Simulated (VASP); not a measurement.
The system is SiC.

```xyz
2
Lattice="0.0697 2.1607 2.1607 2.1607 0.0697 2.1607 2.1607 2.1607 0.0697" Properties=species:S:1:pos:R:3 pbc="T T T"
Si    0.0077    0.0077    0.0077
C     1.0901    1.0901    1.0901
```

This cell differs from its parent crystal: epitaxial 111 strain -4.0%.

Program: VASP 6.6.1. Alike in all runs: task single point; potentials or basis VASP PAW PBE potentials, release 64 (Si, C); no spin polarisation; cell as given; cutoff (eV) 520. Hardware: 1 thread of Intel Xeon 8259CL, on a shared host.

Problem. Order these runs on this cell by their wall time, lowest first.
A. level PBE; k mesh 6 × 6 × 6; smearing gaussian 0.01 eV
B. level r2SCAN; k mesh 10 × 10 × 10; smearing gaussian 0.01 eV
C. level PBE; k mesh 10 × 10 × 10; smearing fermi-dirac 0.02 eV

Solution. A (5.5 s), C (23 s), B (76 s).

Caveats: some runs use coarse meshes.
